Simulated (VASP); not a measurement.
A run of VASP 6.6.1 is set up as follows.

The input INCAR:

```
PREC = Accurate
ENCUT = 500
EDIFF = 1E-6
ISMEAR = -1
SIGMA = 0.02
LREAL = F
LASPH = T
NELM = 120
ALGO = Normal
ISIF = 2
LWAVE = F
LCHARG = F
GGA = PE
NBANDS = 16
GGA_COMPAT = F
```

KPOINTS

```
Automatic mesh
0
Gamma
  8 8 8
```

POSCAR

```
CdS
1.0
    0.0000000000      2.9392148430      2.9098226946
    2.9392148430      0.0000000000      2.9098226946
    2.9392148430      2.9392148430      0.0000000000
Cd S
1 1
Direct
    0.0000000000      0.0000000000      0.0000000000
    0.2500000000      0.2500000000      0.2500000000
```

Potentials or basis: VASP PAW PBE potentials, release 64 (Cd, S).

The run is started by

```console
$ cat potpaw_PBE.64/Cd/POTCAR potpaw_PBE.64/S/POTCAR > POTCAR
$ mpirun -np 1 vasp_std > vasp.out
```

Problem. Predict the band gap on the k mesh.

Solution. 1.10 eV.

Problem. What does it give for the pressure?

Solution. 2.3 GPa.

Stress tensor (GPa, compression positive):
```
2.27 0.00 0.00
0.00 2.27 0.00
0.00 0.00 2.44
```

Caveat: the cell differs from its parent crystal (uniaxial z strain -1.0%).
